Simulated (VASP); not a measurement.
# PbO (F-43m) in VASP: settings compared

Aim: see how the results for PbO move with the level of theory and the settings. Levels: PBE-based screened hybrid with 15 % exact exchange, PBE-based screened hybrid with 40 % exact exchange, PBE-based global hybrid with 50 % exact exchange. Tasks: single point.

Everything below comes from runs of VASP 6.6.1. Logs are shortened: lines on timing, memory, paths and dates and some standing lists are left out, and cuts for length are marked.

### Step 1. The cell of the first run

It takes space group F-43m (No. 216, cubic). Conventional cell: a = 5.598 Å, b = 5.598 Å, c = 5.598 Å, α = 90.00°, β = 90.00°, γ = 90.00°. Pb (site symmetry -43m) has 4 O at 2.42 Å within 3.2 Å. Within 3.2 Å of O (site symmetry -43m) lie 4 Pb at 2.42 Å.

### Step 2. Single point, PBE-based screened hybrid with 15 % exact exchange

File POSCAR:

```
PbO
1.0
    0.0000000000      2.7987768025      2.7987768025
    2.7987768025      0.0000000000      2.7987768025
    2.7987768025      2.7987768025      0.0000000000
Pb O
1 1
Direct
    0.0000000000      0.0000000000      0.0000000000
    0.2500000000      0.2500000000      0.2500000000
```

File INCAR.step1:

```
PREC     = Accurate       # precision mode
ENCUT    = 520            # plane-wave cutoff, eV
EDIFF    = 1E-5           # SCF threshold, eV
ISMEAR   = 0              # smearing method
SIGMA    = 0.01           # smearing width, eV
LREAL    = F              # projectors in reciprocal space
LASPH    = T              # aspherical terms in the spheres
NELM     = 100            # most SCF steps
ALGO     = Normal         # electronic algorithm
ISIF     = 2              # what is computed and relaxed
LWAVE    = T              # write WAVECAR
LCHARG   = F              # write CHGCAR
NBANDS   = 17             # bands
GGA      = PE             # functional
```

File INCAR.step2:

```
PREC     = Accurate       # precision mode
ENCUT    = 520            # plane-wave cutoff, eV
EDIFF    = 1E-6           # SCF threshold, eV
ISMEAR   = 0              # smearing method
SIGMA    = 0.01           # smearing width, eV
LREAL    = F              # projectors in reciprocal space
LASPH    = T              # aspherical terms in the spheres
NELM     = 100            # most SCF steps
ALGO     = Normal         # electronic algorithm
ISIF     = 2              # what is computed and relaxed
LWAVE    = F              # write WAVECAR
LCHARG   = F              # write CHGCAR
GGA      = PE             # functional
LHFCALC  = T              # exact exchange
AEXX     = 0.15           # exact-exchange fraction
HFSCREEN = 0.3            # screening, 1/A
PRECFOCK = Normal       
NBANDS   = 17             # bands
ISTART   = 1
```

File KPOINTS:

```
regular mesh
0
Gamma
  4 4 4
```

Potentials or basis: VASP PAW PBE potentials, release 64 (Pb_d, O).

Launch:

```bash
> cat potpaw_PBE.64/Pb_d/POTCAR potpaw_PBE.64/O/POTCAR > POTCAR
> cp INCAR.step1 INCAR
> mpirun -np 1 vasp_std > vasp.out
> cp INCAR.step2 INCAR
> mpirun -np 1 vasp_std > vasp.out
```

OUTCAR:

```text
PREC = Accurate
   ENCUT = 520
   EDIFF = 1E-6
   ISMEAR = 0
   LREAL = F
   LASPH = T
   NELM = 100
   ISIF = 2
   GGA = PE
   LHFCALC = T
   AEXX = 0.15
   HFSCREEN = 0.3
   PRECFOCK = Normal
   ISTART = 1

 ion  position               nearest neighbor table
   1  0.000  0.000  0.000-   2 2.42   2 2.42   2 2.42   2 2.42
   2  0.250  0.250  0.250-   1 2.42   1 2.42   1 2.42   1 2.42

  LATTYP: Found a face centered cubic cell.
 ALAT       =     5.5975536050

  Lattice vectors:

 A1 = (   0.0000000000,   2.7987768025,   2.7987768025)
 A2 = (   2.7987768025,   0.0000000000,   2.7987768025)
 A3 = (   2.7987768025,   2.7987768025,   0.0000000000)

Analysis of symmetry for initial positions (statically):
=====================================================================
 Subroutine PRICEL returns:
 Original cell was already a primitive cell.

 Routine SETGRP: Setting up the symmetry group for a
 face centered cubic supercell.

 Subroutine GETGRP returns: Found 24 space group operations
 (whereof 24 operations were pure point group operations)
 out of a pool of 48 trial point group operations.

The static configuration has the point symmetry T_d .

Analysis of symmetry for dynamics (positions and initial velocities):
=====================================================================
 Subroutine PRICEL returns:
 Original cell was already a primitive cell.

 Routine SETGRP: Setting up the symmetry group for a
 face centered cubic supercell.

 Subroutine GETGRP returns: Found 24 space group operations
 (whereof 24 operations were pure point group operations)
 out of a pool of 48 trial point group operations.

The dynamic configuration has the point symmetry T_d .

 Subroutine INISYM returns: Found 24 space group operations
 (whereof 24 operations are pure point group operations),
 and found     1 'primitive' translations

----------------------------------------------------------------------------------------

                                     Primitive cell

  volume of cell :      43.8465

  direct lattice vectors                    reciprocal lattice vectors
     0.000000000  2.798776802  2.798776802    -0.178649473  0.178649473  0.178649473
     2.798776802  0.000000000  2.798776802     0.178649473 -0.178649473  0.178649473
     2.798776802  2.798776802  0.000000000     0.178649473  0.178649473 -0.178649473

  length of vectors
     3.958068112  3.958068112  3.958068112     0.309429963  0.309429963  0.309429963

  position of ions in fractional coordinates (direct lattice)
     0.000000000  0.000000000  0.000000000
     0.250000000  0.250000000  0.250000000

  ion indices of the primitive-cell ions
   primitive index   ion index
                 1           1
                 2           2

----------------------------------------------------------------------------------------

 KPOINTS: regular mesh

Automatic generation of k-mesh.
 Grid dimensions read from file:
 generate k-points for:    4    4    4

 Generating k-lattice:

  Cartesian coordinates                     Fractional coordinates (reciprocal lattice)
    -0.044662368  0.044662368  0.044662368     0.250000000  0.000000000  0.000000000
     0.044662368 -0.044662368  0.044662368     0.000000000  0.250000000  0.000000000
     0.044662368  0.044662368 -0.044662368     0.000000000  0.000000000  0.250000000

  Length of vectors
     0.077357491  0.077357491  0.077357491

  Shift w.r.t. Gamma in fractional coordinates (k-lattice)
     0.000000000  0.000000000  0.000000000

 Subroutine IBZKPT returns following result:
 ===========================================

 Found      8 irreducible k-points:

 Following reciprocal coordinates:
            Coordinates               Weight
  0.000000  0.000000  0.000000      1.000000
  0.250000  0.000000  0.000000      8.000000
  0.500000  0.000000  0.000000      4.000000
  0.250000  0.250000  0.000000      6.000000
  0.500000  0.250000  0.000000     24.000000
 -0.250000  0.250000  0.000000     12.000000
  0.500000  0.500000  0.000000      3.000000
 -0.250000  0.500000  0.250000      6.000000
   k-points           NKPTS =      8   k-points in BZ     NKDIM =     64   number of bands    NBANDS=     17
   number of dos      NEDOS =    301   number of ions     NIONS =      2
   total plane-waves  NPLWV =  27000
   dimension x,y,z NGX =    30 NGY =   30 NGZ =   30
   dimension x,y,z NGXF=    60 NGYF=   60 NGZF=   60
   ions per type =               1   1
   NGX,Y,Z   is equivalent  to a cutoff of  12.60, 12.60, 12.60 a.u.
   NGXF,Y,Z  is equivalent  to a cutoff of  25.20, 25.20, 25.20 a.u.
 SYSTEM =  unknown system
   PREC   = accura    normal or accurate (medium, high low for compatibility)
   ISTART =      1    job   : 0-new  1-cont  2-samecut
   ICHARG =      0    charge: 1-file 2-atom 10-const
   ISPIN  =      1    spin polarized calculation?
   LNONCOLLINEAR =      F non collinear calculations
   LSORBIT =      F    spin-orbit coupling
   LASPH  =      T    aspherical Exc in radial PAW
   ENCUT  =  520.0 eV  38.22 Ry    6.18 a.u.   7.36  7.36  7.36*2*pi/ulx,y,z
   NELM   =    100;   NELMIN=  2; NELMDL=  0     # of ELM steps
   EDIFF  = 0.1E-05   stopping-criterion for ELM
   LREAL  =      F    real-space projection
   EDIFFG = 0.1E-04   stopping-criterion for IOM
   NSW    =      0    number of steps for IOM
   IBRION =     -1    ionic relax: 0-MD 1-quasi-New 2-CG
   NFREE  =      0    steps in history (QN), initial steepest desc. (CG)
   ISIF   =      2    stress and relaxation
   ISYM   =      3    0-nonsym 1-usesym 2-fastsym
   POTIM  = 0.5000    time-step for ionic-motion
   TEBEG  =    0.0;   TEEND  =   0.0 temperature during run
   PSTRESS=    0.0 pullay stress
   NELECT =      20.0000    total number of electrons
   NUPDOWN=      -1.0000    fix difference up-down
   EMIN   =  10.00;   EMAX   =-10.00  energy-range for DOS
   EFERMI =   0.00;   METHOD = LEGACY
   ISMEAR =     0;   SIGMA  =   0.01  broadening in eV -4-tet -1-fermi 0-gaus
   EFERMI_NEDOS =   21; number of points for ismear=-14 and -15
   IALGO  =     38    algorithm
   IMIX   =      1    mixing-type and parameters
     AMIX     =   0.40;   BMIX     =  1.00
     AMIX_MAG =   1.60;   BMIX_MAG =  1.00
  volume/ion in A,a.u.               =      21.92       147.95
  Fermi-wavevector in a.u.,A,eV,Ry     =   1.260201  2.381435 21.607509  1.588107
  Thomas-Fermi vector in A             =   2.393723
   LORBIT       =      0    0 simple, 1 ext, 2 COOP (PROOUT), +10 PAW based schemes
   GGA     = PE    functional components
   LHFCALC =     T    Hartree Fock is set to
   PRECFOCK=normal    Normal, Fast or Accurate (Low or Medium for compatibility)
   ENCUT4O =  -1.0   cutoff for four orbital integrals eV
   NKREDX  =     1    reduce k-point grid by
   NKREDY  =     1    reduce k-point grid by
   NKREDZ  =     1    reduce k-point grid by
   AEXX    =    0.1500 exact exchange contribution
   HFSCREEN=    0.3000 screening length (either q_TF or 0.3 A-1)
   HFSCREENC=   0.3000 screening length for correlation (either q_TF or 0.3 A-1)
   ENCUTFOCK=  -1.0 apply spherical cutoff to Coloumb kernel
   IVDW    =     0    specifies the selected vdW correction
   LEPSILON=     F    determine dielectric tensor
   LRPA    =     F    only Hartree local field effects (RPA)
 non-spin polarized calculation
 Gauss-broadening in eV      SIGMA  =   0.01
  energy-cutoff  :      520.00
  volume of cell :       43.85
 maximum number of plane-waves:      1243
 NGX is ok and might be reduce to    30
  NGX = 24; NGY = 24; NGZ = 24

 number of electron      20.0000003 magnetization

 Free energy of the ion-electron system (eV)
  ---------------------------------------------------
  ext. energy  EPLUGINS =         0.00000000
  ---------------------------------------------------
  free energy    TOTEN  =       -11.48569929 eV

  energy without entropy =      -11.48569929  energy(sigma->0) =      -11.48569929

 E-fermi :   4.5352     XC(G=0):  -8.4482

 val. band max:        4.4818302442   @ k =  -0.2500   0.5000   0.2500
 cond. band min:       5.1746265193   @ k =   0.5000   0.5000   0.0000
 fundamental gap:      0.6927962752
 Fermi energy:         4.5352171221

 k-point     1 :       0.0000    0.0000    0.0000
  band No.  band energies     occupation
      1     -14.3641      2.00000
      2     -12.8238      2.00000
      3     -12.8238      2.00000
      4     -12.8238      2.00000
      5     -12.7157      2.00000
      6     -12.7157      2.00000
[... 9 lines left out ...]
     16      17.0934      0.00000
     17      17.0934      0.00000

 k-point     2 :       0.2500    0.0000    0.0000
  band No.  band energies     occupation
      1     -14.4143      2.00000
      2     -12.7979      2.00000
      3     -12.7979      2.00000
      4     -12.7078      2.00000
      5     -12.7078      2.00000
      6     -12.5019      2.00000
[... 9 lines left out ...]
     16      16.4356      0.00000
     17      17.6351      0.00000

 k-point     3 :       0.5000    0.0000    0.0000
  band No.  band energies     occupation
      1     -14.4703      2.00000
      2     -12.7933      2.00000
      3     -12.7933      2.00000
      4     -12.6778      2.00000
      5     -12.6778      2.00000
      6     -12.1247      2.00000
[... 9 lines left out ...]
     16      16.8941      0.00000
     17      17.7692      0.00000

 k-point     4 :       0.2500    0.2500    0.0000
  band No.  band energies     occupation
      1     -14.4290      2.00000
      2     -12.7555      2.00000
      3     -12.7555      2.00000
      4     -12.7492      2.00000
      5     -12.6940      2.00000
      6     -12.4370      2.00000
[... 9 lines left out ...]
     16      19.6487      0.00000
     17      19.6496      0.00000

 k-point     5 :       0.5000    0.2500    0.0000
  band No.  band energies     occupation
      1     -14.4785      2.00000
      2     -12.7749      2.00000
      3     -12.7377      2.00000
      4     -12.7230      2.00000
      5     -12.6767      2.00000
      6     -12.0410      2.00000
[... 9 lines left out ...]
     16      18.5253      0.00000
     17      18.9618      0.00000

 k-point     6 :      -0.2500    0.2500    0.0000
  band No.  band energies     occupation
      1     -14.4616      2.00000
      2     -12.7858      2.00000
      3     -12.7551      2.00000
      4     -12.7163      2.00000
      5     -12.6998      2.00000
      6     -12.1375      2.00000
[... 9 lines left out ...]
     16      17.2628      0.00000
     17      19.2517      0.00000

 k-point     7 :       0.5000    0.5000    0.0000
  band No.  band energies     occupation
      1     -14.4973      2.00000
      2     -12.7843      2.00000
      3     -12.6841      2.00000
      4     -12.6841      2.00000
      5     -12.6722      2.00000
      6     -11.9968      2.00000
[... 9 lines left out ...]
     16      20.7007      0.00000
     17      21.3962      0.00000

 k-point     8 :      -0.2500    0.5000    0.2500
  band No.  band energies     occupation
      1     -14.4910      2.00000
      2     -12.7591      2.00000
      3     -12.7583      2.00000
      4     -12.6985      2.00000
      5     -12.6811      2.00000
      6     -11.9140      2.00000
[... 9 lines left out ...]
     16      18.4873      0.00000
     17      19.2509      0.00000

------------------------ aborting loop because EDIFF is reached ----------------------------------------

  FORCE on cell =-STRESS in cart. coord.  units (eV):
  Direction    XX          YY          ZZ          XY          YZ          ZX
  --------------------------------------------------------------------------------------
  -------------------------------------------------------------------------------------
  Total        0.3420436      0.3420436      0.3420436      0.0000000      0.0000000      0.0000000
  in kB       12.4984801     12.4984801     12.4984801      0.0000000      0.0000000      0.0000000
  external PRESSURE =      12.4984801 kB  Pullay stress =       0.0000000 kB

 VOLUME and BASIS-vectors are now :
 -----------------------------------------------------------------------------
  energy-cutoff  :      520.00
  volume of cell :       43.85
      direct lattice vectors                 reciprocal lattice vectors
     0.000000000  2.798776802  2.798776802    -0.178649473  0.178649473  0.178649473
     2.798776802  0.000000000  2.798776802     0.178649473 -0.178649473  0.178649473
     2.798776802  2.798776802  0.000000000     0.178649473  0.178649473 -0.178649473

 POSITION                                       TOTAL-FORCE (eV/Angst)
 -----------------------------------------------------------------------------------
      0.00000      0.00000      0.00000        -0.000000     -0.000000      0.000000
      1.39939      1.39939      1.39939         0.000000      0.000000     -0.000000
 -----------------------------------------------------------------------------------
    total drift:                                0.000011      0.000033      0.000017

  FREE ENERGIE OF THE ION-ELECTRON SYSTEM (eV)
  ---------------------------------------------------
  free  energy   TOTEN  =       -11.4856992861 eV

  energy  without entropy=      -11.4856992861  energy(sigma->0) =      -11.48569929
```

Run time: 3.7 min. Hardware: 1 thread of Intel Xeon Platinum 8488C (Sapphire Rapids), shared host; peak memory 0.27 GiB.

Results:

```yaml
Free_energy: -11.4857 eV
Pressure: 1.2 GPa
Band_gap_on_the_k_mesh: 0.69 eV (least direct gap 0.88 eV)
```

Caveat: the k points lie up to 0.49 Å⁻¹ apart; the structure was generated, so it needn't be the stable form of PbO; the PAW data sets were made with another functional, which shifts forces and pressure a little; spin-orbit coupling is left out, which moves the levels of the heavy elements.

### Step 3. Single point, PBE-based screened hybrid with 40 % exact exchange

POSCAR is that of step 2.

File INCAR.step1:

```
  PREC = Accurate
  ENCUT = 520
  EDIFF = 1E-5
  ISMEAR = 0
  SIGMA = 0.01
  LREAL = False
  LASPH = True
  NELM = 80
  ALGO = Normal
  ISIF = 2
  LWAVE = True
  LCHARG = False
  GGA = PE
  NBANDS = 17
```

File INCAR.step2:

```
  PREC = Accurate
  ENCUT = 520
  EDIFF = 1E-6
  ISMEAR = 0
  SIGMA = 0.01
  LREAL = False
  LASPH = True
  NELM = 80
  ALGO = Normal
  ISIF = 2
  LWAVE = False
  LCHARG = False
  GGA = PE
  LHFCALC = True
  AEXX = 0.4
  HFSCREEN = 0.5
  PRECFOCK = Normal
  ISTART = 1
  NBANDS = 17
```

File KPOINTS:

```
Automatic mesh
0
Gamma
  4 4 4
```

Potentials or basis: VASP PAW PBE potentials, release 64 (Pb_d, O).

Launch:

```bash
> cat potpaw_PBE.64/Pb_d/POTCAR potpaw_PBE.64/O/POTCAR > POTCAR
> cp INCAR.step1 INCAR
> mpirun -np 1 vasp_std > vasp.out
> cp INCAR.step2 INCAR
> mpirun -np 1 vasp_std > vasp.out
```

Wall time 5.4 min (1 thread of Intel Xeon Platinum 8488C (Sapphire Rapids), shared host); peak memory 0.27 GiB.

The run converged. Its results:

| Quantity | Value |
| --- | --- |
| Free energy | -12.5691 eV |
| Pressure | -0.1 GPa |
| Band gap on the k mesh | 0.87 eV (least direct gap 1.05 eV) |

Levels at points of the mesh, in eV from the valence-band top:
| k point | band 7 | band 8 | band 9 | band 10 | band 11 | band 12 | band 13 | band 14 |
| --- | --- | --- | --- | --- | --- | --- | --- | --- |
| (0.00, 0.00, 0.00) | -7.08 | -2.86 | -2.86 | -2.86 | 6.05 | 6.05 | 6.05 | 8.96 |
| (0.50, 0.00, 0.00) | -8.41 | -3.34 | -3.34 | -2.27 | 2.91 | 6.25 | 6.25 | 9.47 |
| (0.50, 0.50, 0.00) | -8.41 | -4.13 | -4.13 | -0.19 | 0.87 | 6.76 | 6.76 | 7.04 |

Caveat: the k points lie up to 0.49 Å⁻¹ apart; the structure was generated, so it needn't be the stable form of PbO; the PAW data sets were made with another functional, which shifts forces and pressure a little; spin-orbit coupling is left out, which moves the levels of the heavy elements. A k mesh can miss the band edges.

### Step 4. Single point, PBE-based global hybrid with 50 % exact exchange

POSCAR is that of step 3.

File INCAR.step1:

```
PREC = Accurate ; ENCUT = 520
EDIFF = 1E-5 ; ISMEAR = 0
SIGMA = 0.01 ; LREAL = False
LASPH = True ; NELM = 80
ALGO = Normal ; ISIF = 2
LWAVE = True ; GGA = PE
NBANDS = 17
```

File INCAR.step2:

```
PREC = Accurate ; ENCUT = 520
EDIFF = 1E-7 ; ISMEAR = 0
SIGMA = 0.01 ; LREAL = False
LASPH = True ; NELM = 80
ALGO = Normal ; ISIF = 2
LWAVE = False ; LCHARG = True
GGA = PE ; LHFCALC = True
AEXX = 0.5 ; PRECFOCK = Normal
LELF = True ; LVHAR = True
ISTART = 1 ; NBANDS = 17
```

File KPOINTS:

```
regular mesh
0
Gamma
  4 4 4
```

Launch:

```bash
> cat potpaw_PBE.64/Pb_d/POTCAR potpaw_PBE.64/O/POTCAR > POTCAR
> cp INCAR.step1 INCAR
> mpirun -np 1 vasp_std > vasp.out
> cp INCAR.step2 INCAR
> mpirun -np 1 vasp_std > vasp.out
```

Wall time 9.6 min (1 thread of Intel Xeon Platinum 8488C (Sapphire Rapids), shared host); peak memory 0.17 GiB.

Results (log left out):

```yaml
Free_energy: -17.2392 eV
Pressure: -1.7 GPa
Band_gap_on_the_k_mesh: 3.17 eV (least direct gap 3.40 eV)
```

Levels at points of the mesh, in eV from the valence-band top:
| k point | band 7 | band 8 | band 9 | band 10 | band 11 | band 12 | band 13 | band 14 |
| --- | --- | --- | --- | --- | --- | --- | --- | --- |
| (0.00, 0.00, 0.00) | -7.65 | -3.37 | -3.37 | -3.37 | 8.80 | 8.80 | 8.80 | 11.53 |
| (0.50, 0.00, 0.00) | -9.19 | -3.90 | -3.90 | -2.46 | 5.36 | 9.00 | 9.00 | 12.03 |
| (0.50, 0.50, 0.00) | -9.15 | -4.74 | -4.74 | -0.23 | 3.17 | 9.56 | 9.62 | 9.62 |

Caveat: the k points lie up to 0.49 Å⁻¹ apart; the structure was generated, so it needn't be the stable form of PbO; the PAW data sets were made with another functional, which shifts forces and pressure a little; spin-orbit coupling is left out, which moves the levels of the heavy elements. A k mesh can miss the band edges.

### Step 5. Summary

| level | share of exact exchange | screening parameter | gap on the mesh (eV) | pressure (GPa) |
| --- | --- | --- | --- | --- |
| PBE-based screened hybrid with 15 % exact exchange | 0.15 | 0.3 1/Å | 0.69 | 1.2 |
| PBE-based screened hybrid with 40 % exact exchange | 0.4 | 0.5 1/Å | 0.87 | -0.1 |
| PBE-based global hybrid with 50 % exact exchange | 0.5 | - | 3.17 | -1.7 |

Alike in all rows: task single point; potentials or basis VASP PAW PBE potentials, release 64 (Pb_d, O); no spin polarisation; cell as given; k mesh 4 × 4 × 4; cutoff (eV) 520; smearing gaussian 0.01 eV.

Caveats: all runs use coarse meshes; the structure was generated, so it needn't be the stable form of PbO; the PAW data sets were made with another functional, which shifts forces and pressure a little; spin-orbit coupling is left out, which moves the levels of the heavy elements.

Total energies depend on the potentials used, so only differences within one code and one set of settings carry meaning.
